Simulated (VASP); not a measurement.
Set up this calculation in VASP 6.6.1, as the native input.

```
Task                   : relaxation of cell and atoms
Functional             : LDA
Potentials or basis    : VASP PAW LDA potentials, release 64 (Mg)
Cutoff                 : 600 eV
k mesh                 : 10 × 10 × 3
Occupations            : fermi-dirac, width 0.05 eV
Spin                   : no spin polarisation
Dipole correction      : no
Further INCAR settings : ALGO = Normal; EDIFF = 1e-06; IBRION = 2; EDIFFG = -0.01; NSW = 60; ISIF = 3
```

The structure of Mg lies in POSCAR:

```
Mg
1.0
    3.1768261656      0.0000000000      0.0000000000
   -1.5884130828      2.7512121628      0.0000000000
    0.0000000000      0.0000000000     10.3188620100
Mg
4
Direct
    0.6666666667      0.3333333333      0.7500000000
    0.0000000000      0.0000000000      0.5000000000
    0.3333333333      0.6666666667      0.2500000000
    0.0000000000      0.0000000000      0.0000000000
```

One way to write it, as run:

INCAR

```
ALGO     = Normal         # electronic algorithm
EDIFF    = 1E-6           # SCF threshold, eV
EDIFFG   = -0.01          # ionic threshold
ENCUT    = 600            # plane-wave cutoff, eV
IBRION   = 2              # ionic algorithm
ISIF     = 3              # what is computed and relaxed
ISMEAR   = -1             # smearing method
LASPH    = T              # aspherical terms in the spheres
LCHARG   = F              # write CHGCAR
LREAL    = F              # projectors in reciprocal space
LWAVE    = F              # write WAVECAR
NELM     = 100            # most SCF steps
NSW      = 60             # ionic steps
PREC     = Accurate       # precision mode
SIGMA    = 0.05           # smearing width, eV
```

KPOINTS

```
k-points
0
Gamma
  10 10 3
```

Potentials or basis: VASP PAW LDA potentials, release 64 (Mg).

Run with:

```console
$ cat potpaw_LDA.64/Mg/POTCAR > POTCAR
$ mpirun -np 1 vasp_std > vasp.out
```

It gave:

* Relaxed volume: 21.56 Å³/atom
* Relaxed cell: a = 3.113 Å, b = 3.113 Å, c = 10.275 Å, α = 90.00°, β = 90.00°, γ = 120.00°
* Space group after relaxing (to 0.1 Å): P6_3/mmc (No. 194)
* Energy gained by relaxing: 5.9 meV/atom
* Ionic steps: 6
* Pressure after relaxing: 0.0 GPa
* Band gap on the k mesh: zero (bands 4 and 5 overlap by 2.03 eV)

Wall time 2 min on 1 thread of Intel Xeon 8259CL, with other jobs on the host, peak memory 0.21 GiB.
